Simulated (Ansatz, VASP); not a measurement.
**One calculation of WSe2, two programs**

```xyz
6
Lattice="3.3211 0.0000 0.0000 -1.6605 2.8762 0.0000 0.0000 0.0000 15.2628" Properties=species:S:1:pos:R:3 pbc="T T T"
W     0.0000    1.9174    3.8157
W     1.6605    0.9587   11.4471
Se    0.0000    1.9174    9.7689
Se    1.6605    0.9587    2.1375
Se    0.0000    1.9174   13.1254
Se    1.6605    0.9587    5.4940
```

Alike in both runs: functional PBE; k mesh 9 × 9 × 2; occupations gaussian, width 0.02 eV; no spin polarisation.

Ansatz relaxed the structure, and its values are those at the end. VASP's run is a single point on that final structure, the one shown.

```csv
,VASP,Ansatz
version,VASP 6.6.1,Ansatz 0.2.0
potentials or method,"VASP PAW PBE potentials, release 64 (W_sv, Se), cutoff 520 eV","scalar-relativistic, plane waves, PAW"
valence electrons in the cell,52,92
```

|  | VASP | Ansatz | Ansatz less VASP |
| --- | --- | --- | --- |
| gap on the k mesh at the Fermi level (eV) | 1.52 | 1.53 | +0.003 |
| least direct gap on the mesh (eV) | 1.52 | 1.53 | +0.003 |
| pressure (GPa) | 0.2 | 0.0 | -0.24 |
| rms of the force components (eV/Å) | 0.020 | 0.001 | -0.0189 |

With one functional, cell and mesh, what is left measures potentials, basis and numerics. VASP's potentials hold 52 valence electrons a cell and Ansatz's 92, so a difference there can come from the potentials and not from the codes.

Neither program's run includes spin-orbit coupling.
